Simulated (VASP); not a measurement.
# Si2C (P3_112) in VASP: notebook

Si2C is run at these levels: PBE; tasks: single point.

All numbers are computed with VASP 6.6.1; they aren't measurements. Logs are shortened: lines on timing, memory, paths and dates and some standing lists are left out, and cuts for length are marked.

## Step 1: The cell of the first run

It takes space group P3_112 (No. 151, trigonal). The conventional cell has a = 4.400 Å, b = 4.400 Å, c = 5.161 Å, α = 90.00°, β = 90.00°, γ = 120.00°. Si (site symmetry 1) has 2 Si at 1.58 to 1.81 Å and 1 C at 1.75 Å within 2.1 Å. C (site symmetry 2) has 2 Si at 1.75 Å and 2 C at 1.87 Å within 2.3 Å.

## Step 2: Single point, PBE

The input, INCAR:

```
SYSTEM = Si2C
PREC     = Accurate       ! precision mode
ENCUT    = 520            ! plane-wave cutoff, eV
EDIFF    = 1E-7           ! SCF threshold, eV
ISMEAR   = 0              ! smearing method
SIGMA    = 0.1            ! smearing width, eV
LREAL    = .FALSE.        ! projectors in reciprocal space
LASPH    = .TRUE.         ! aspherical terms in the spheres
NELM     = 60             ! most SCF steps
ALGO     = Normal         ! electronic algorithm
ISIF     = 2              ! what is computed and relaxed
LWAVE    = .FALSE.        ! write WAVECAR
LCHARG   = .TRUE.         ! write CHGCAR
GGA      = PE             ! functional
LELF     = .TRUE.         ! ELF
LVHAR    = .TRUE.       
NBANDS   = 28             ! bands
```

The input, KPOINTS:

```
Automatic mesh
0
G
  6 6 4
  0 0 0
```

The input, POSCAR:

```
Si2C
1.0
    4.3997478300      0.0000000000      0.0000000000
   -2.1998739200      3.8102933900      0.0000000000
    0.0000000000      0.0000000000      5.1611772700
Si C
6 3
Direct
    0.1622339100      0.2467204500      0.3159473300
    0.7532795500      0.9155134700      0.6492806600
    0.0844865300      0.8377660900      0.9826140000
    0.7532795500      0.8377660900      0.3507193400
    0.0844865300      0.2467204500      0.0173860000
    0.1622339100      0.9155134700      0.6840526700
    0.6110530300      0.3889469700      0.3333333300
    0.6110530300      0.2221060600      0.6666666700
    0.7778939400      0.3889469700      0.0000000000
```

Potentials or basis: VASP PAW PBE potentials, release 64 (Si, C).

Started as:

```console
> cat potpaw_PBE.64/Si/POTCAR potpaw_PBE.64/C/POTCAR > POTCAR
> mpirun -np 1 vasp_std > vasp.out
```

OUTCAR:

```text
SYSTEM = Si2C
   PREC = Accurate
   ENCUT = 520
   EDIFF = 1E-7
   ISMEAR = 0
   LREAL = .FALSE.
   LASPH = .TRUE.
   NELM = 60
   ISIF = 2
   GGA = PE

 ion  position               nearest neighbor table
   1  0.162  0.247  0.316-   5 1.58   7 1.75   4 1.81   2 2.39   3 2.39   6 2.39   4 2.61
   2  0.753  0.916  0.649-   4 1.58   8 1.75   6 1.81   1 2.39   3 2.39   5 2.39   6 2.61
   3  0.084  0.838  0.983-   6 1.58   9 1.75   5 1.81   1 2.39   2 2.39   4 2.39   5 2.61
   4  0.753  0.838  0.351-   2 1.58   7 1.75   1 1.81   6 2.39   5 2.39   3 2.39   1 2.61
   5  0.084  0.247  0.017-   1 1.58   9 1.75   3 1.81   6 2.39   4 2.39   2 2.39   3 2.61
   6  0.162  0.916  0.684-   3 1.58   8 1.75   2 1.81   4 2.39   5 2.39   1 2.39   2 2.61
   7  0.611  0.389  0.333-   1 1.75   4 1.75   9 1.87   8 1.87
   8  0.611  0.222  0.667-   2 1.75   6 1.75   9 1.87   7 1.87
   9  0.778  0.389  0.000-   5 1.75   3 1.75   8 1.87   7 1.87

  LATTYP: Found a hexagonal cell.
 ALAT       =     4.3997478300
 C/A-ratio  =     1.1730620639

  Lattice vectors:

 A1 = (   4.3997478300,   0.0000000000,   0.0000000000)
 A2 = (  -2.1998739200,   3.8102933900,   0.0000000000)
 A3 = (   0.0000000000,   0.0000000000,   5.1611772700)

Analysis of symmetry for initial positions (statically):
=====================================================================
 Subroutine PRICEL returns:
 Original cell was already a primitive cell.

 Routine SETGRP: Setting up the symmetry group for a
 hexagonal supercell.

 Subroutine GETGRP returns: Found  6 space group operations
 (whereof  2 operations were pure point group operations)
 out of a pool of 24 trial point group operations.

The static configuration has the point symmetry C_2 .
 The point group associated with its full space group is D_3 .

Analysis of symmetry for dynamics (positions and initial velocities):
=====================================================================
 Subroutine PRICEL returns:
 Original cell was already a primitive cell.

 Routine SETGRP: Setting up the symmetry group for a
 hexagonal supercell.

 Subroutine GETGRP returns: Found  6 space group operations
 (whereof  2 operations were pure point group operations)
 out of a pool of 24 trial point group operations.

The dynamic configuration has the point symmetry C_2 .
 The point group associated with its full space group is D_3 .

 Subroutine INISYM returns: Found  6 space group operations
 (whereof  2 operations are pure point group operations),
 and found     1 'primitive' translations

----------------------------------------------------------------------------------------

                                     Primitive cell

  volume of cell :      86.5237

  direct lattice vectors                    reciprocal lattice vectors
     4.399747830  0.000000000  0.000000000     0.227285753  0.131223491  0.000000000
    -2.199873920  3.810293390  0.000000000     0.000000000  0.262446982  0.000000000
     0.000000000  0.000000000  5.161177270     0.000000000  0.000000000  0.193754244

  length of vectors
     4.399747830  4.399747832  5.161177270     0.262446982  0.262446982  0.193754244

  position of ions in fractional coordinates (direct lattice)
     0.162233910  0.246720450  0.315947330
     0.753279550  0.915513470  0.649280660
     0.084486530  0.837766090  0.982614000
     0.753279550  0.837766090  0.350719340
     0.084486530  0.246720450  0.017386000
     0.162233910  0.915513470  0.684052670
     0.611053030  0.388946970  0.333333330
     0.611053030  0.222106060  0.666666670
     0.777893940  0.388946970  0.000000000

  ion indices of the primitive-cell ions
   primitive index   ion index
                 1           1
                 2           2
                 3           3
                 4           4
                 5           5
                 6           6
                 7           7
                 8           8
                 9           9

----------------------------------------------------------------------------------------

 KPOINTS: Automatic mesh

Automatic generation of k-mesh.
 Grid dimensions read from file:
 generate k-points for:    6    6    4

 Generating k-lattice:

  Cartesian coordinates                     Fractional coordinates (reciprocal lattice)
     0.037880959  0.021870582  0.000000000     0.166666667 -0.000000000  0.000000000
     0.000000000  0.043741164  0.000000000     0.000000000  0.166666667  0.000000000
     0.000000000  0.000000000  0.048438561     0.000000000  0.000000000  0.250000000

  Length of vectors
     0.043741164  0.043741164  0.048438561

  Shift w.r.t. Gamma in fractional coordinates (k-lattice)
     0.000000000  0.000000000  0.000000000

 Subroutine IBZKPT returns following result:
 ===========================================

 Found     24 irreducible k-points:

 Following reciprocal coordinates:
            Coordinates               Weight
  0.000000  0.000000  0.000000      1.000000
  0.166667 -0.000000  0.000000      6.000000
  0.333333  0.000000  0.000000      6.000000
  0.500000  0.000000  0.000000      3.000000
  0.166667  0.166667  0.000000      6.000000
  0.333333  0.166667  0.000000     12.000000
[... 16 lines left out ...]
  0.333333  0.166667  0.500000     12.000000
  0.333333  0.333333  0.500000      2.000000
   k-points           NKPTS =     24   k-points in BZ     NKDIM =     24   number of bands    NBANDS=     28
   number of dos      NEDOS =    301   number of ions     NIONS =      9
   total plane-waves  NPLWV =  51840
   dimension x,y,z NGX =    36 NGY =   36 NGZ =   40
   dimension x,y,z NGXF=    72 NGYF=   72 NGZF=   80
   ions per type =               6   3
   NGX,Y,Z   is equivalent  to a cutoff of  13.60, 13.60, 12.88 a.u.
   NGXF,Y,Z  is equivalent  to a cutoff of  27.21, 27.21, 25.77 a.u.
 SYSTEM =  Si2C
   PREC   = accura    normal or accurate (medium, high low for compatibility)
   ISTART =      0    job   : 0-new  1-cont  2-samecut
   ICHARG =      2    charge: 1-file 2-atom 10-const
   ISPIN  =      1    spin polarized calculation?
   LNONCOLLINEAR =      F non collinear calculations
   LSORBIT =      F    spin-orbit coupling
   LASPH  =      T    aspherical Exc in radial PAW
   ENCUT  =  520.0 eV  38.22 Ry    6.18 a.u.   8.18  8.18  9.60*2*pi/ulx,y,z
   NELM   =     60;   NELMIN=  2; NELMDL= -5     # of ELM steps
   EDIFF  = 0.1E-06   stopping-criterion for ELM
   LREAL  =      F    real-space projection
   EDIFFG = 0.1E-05   stopping-criterion for IOM
   NSW    =      0    number of steps for IOM
   IBRION =     -1    ionic relax: 0-MD 1-quasi-New 2-CG
   NFREE  =      0    steps in history (QN), initial steepest desc. (CG)
   ISIF   =      2    stress and relaxation
   ISYM   =      2    0-nonsym 1-usesym 2-fastsym
   POTIM  = 0.5000    time-step for ionic-motion
   TEBEG  =    0.0;   TEEND  =   0.0 temperature during run
   PSTRESS=    0.0 pullay stress
   NELECT =      36.0000    total number of electrons
   NUPDOWN=      -1.0000    fix difference up-down
   EMIN   =  10.00;   EMAX   =-10.00  energy-range for DOS
   EFERMI =   0.00;   METHOD = LEGACY
   ISMEAR =     0;   SIGMA  =   0.10  broadening in eV -4-tet -1-fermi 0-gaus
   EFERMI_NEDOS =   21; number of points for ismear=-14 and -15
   IALGO  =     38    algorithm
   IMIX   =      4    mixing-type and parameters
     AMIX     =   0.40;   BMIX     =  1.00
     AMIX_MAG =   1.60;   BMIX_MAG =  1.00
  volume/ion in A,a.u.               =       9.61        64.88
  Fermi-wavevector in a.u.,A,eV,Ry     =   1.222167  2.309561 20.322927  1.493693
  Thomas-Fermi vector in A             =   2.357324
   LORBIT       =      0    0 simple, 1 ext, 2 COOP (PROOUT), +10 PAW based schemes
   GGA     = PE    functional components
   LHFCALC =     F    Hartree Fock is set to
   AEXX    =    0.0000 exact exchange contribution
   IVDW    =     0    specifies the selected vdW correction
   LEPSILON=     F    determine dielectric tensor
   LRPA    =     F    only Hartree local field effects (RPA)
 non-spin polarized calculation
 Gauss-broadening in eV      SIGMA  =   0.10
  energy-cutoff  :      520.00
  volume of cell :       86.52
 maximum number of plane-waves:      2347
 NGX is ok and might be reduce to    36
   NGX = 17   NGY = 17   NGZ = 19

 number of electron      36.0000002 magnetization

 Free energy of the ion-electron system (eV)
  ---------------------------------------------------
  ext. energy  EPLUGINS =         0.00000000
  ---------------------------------------------------
  free energy    TOTEN  =       -13.70935859 eV

  energy without entropy =      -13.69946353  energy(sigma->0) =      -13.70441106

 E-fermi :  11.8686     XC(G=0): -11.9729

 val. band max:       11.8529582769   @ k =   0.5000   0.0000   0.2500
 cond. band min:      11.9747562219   @ k =   0.3333   0.1667   0.5000
 fundamental gap:      0.1217979450
 Fermi energy:        11.8686472835

 k-point     1 :       0.0000    0.0000    0.0000
  band No.  band energies     occupation
      1      -6.6399      2.00000
      2      -2.1021      2.00000
      3      -2.1021      2.00000
      4      -0.5382      2.00000
      5       1.3943      2.00000
      6       1.3943      2.00000
[... 20 lines left out ...]
     27      18.1357      0.00000
     28      18.8453      0.00000

 k-point     2 :       0.1667   -0.0000    0.0000
  band No.  band energies     occupation
      1      -6.4261      2.00000
      2      -2.1110      2.00000
      3      -1.9397      2.00000
      4      -1.2993      2.00000
      5       1.0283      2.00000
      6       1.6118      2.00000
[... 674 lines left out ...]
 k-point    24 :       0.3333    0.3333    0.5000
  band No.  band energies     occupation
      1      -3.7006      2.00000
      2      -3.5880      2.00000
      3      -3.4657      2.00000
      4      -2.9409      2.00000
      5       0.1462      2.00000
      6       1.3231      2.00000
[... 20 lines left out ...]
     27      17.8390      0.00000
     28      17.9439      0.00000

------------------------ aborting loop because EDIFF is reached ----------------------------------------

  FORCE on cell =-STRESS in cart. coord.  units (eV):
  Direction    XX          YY          ZZ          XY          YZ          ZX
  --------------------------------------------------------------------------------------
  -------------------------------------------------------------------------------------
  Total       64.6811457     64.6811457    156.5521226     -0.0000001      0.0000000     -0.0000000
  in kB     1197.7145004   1197.7144998   2898.9088734     -0.0000016      0.0000000     -0.0000000
  external PRESSURE =    1764.7792912 kB  Pullay stress =       0.0000000 kB

 VOLUME and BASIS-vectors are now :
 -----------------------------------------------------------------------------
  energy-cutoff  :      520.00
  volume of cell :       86.52
      direct lattice vectors                 reciprocal lattice vectors
     4.399747830  0.000000000  0.000000000     0.227285753  0.131223491  0.000000000
    -2.199873920  3.810293390  0.000000000     0.000000000  0.262446982  0.000000000
     0.000000000  0.000000000  5.161177270     0.000000000  0.000000000  0.193754244

 POSITION                                       TOTAL-FORCE (eV/Angst)
 -----------------------------------------------------------------------------------
      0.17103      0.94008      1.63066        11.824173     11.131618     28.793784
      1.30023      3.48837      3.35105       -15.552350      4.674225     28.793784
     -1.47126      3.19213      5.07145         3.728177    -15.805843     28.793784
      1.47126      3.19213      1.81012        -3.728177    -15.805843    -28.793784
     -0.17103      0.94008      0.08973       -11.824173     11.131618    -28.793784
     -1.30023      3.48837      3.53052        15.552350      4.674225    -28.793784
      1.83284      1.48200      1.72039         3.399118     -1.962482      0.000000
      2.19987      0.84629      3.44078        -0.000000      3.924964      0.000000
      2.56690      1.48200      0.00000        -3.399118     -1.962482      0.000000
 -----------------------------------------------------------------------------------
    total drift:                                0.000001     -0.000005      0.000000

  FREE ENERGIE OF THE ION-ELECTRON SYSTEM (eV)
  ---------------------------------------------------
  free  energy   TOTEN  =       -13.7093585858 eV

  energy  without entropy=      -13.6994635287  energy(sigma->0) =      -13.70441106
```

Wall time 73 s (1 thread of Intel Xeon Platinum 8259CL at 2.50GHz (Skylake/Cascade Lake), shared host); peak memory 0.22 GiB.

What came out:

```
Free energy            : -13.7094 eV
Pressure               : 176.5 GPa
Largest force          : 33.058 eV/Å
Band gap on the k mesh : zero (band 18 reaches 12.29 eV, above the bottom of band 19 at 11.00 eV)
```

Forces in eV/Å, atoms in the order of the input:
```
Si   11.824  11.132  28.794
Si  -15.552   4.674  28.794
Si    3.728 -15.806  28.794
Si   -3.728 -15.806 -28.794
Si  -11.824  11.132 -28.794
Si   15.552   4.674 -28.794
C     3.399  -1.962   0.000
C     0.000   3.925   0.000
C    -3.399  -1.962   0.000
```

Stress tensor (GPa, compression positive):
```
119.77   0.00   0.00
  0.00 119.77   0.00
  0.00   0.00 289.89
```

Caveat: forces of over 1 eV/Å act on the atoms, so gaps and moduli don't describe the material at rest.

[end of part 1 of 2]
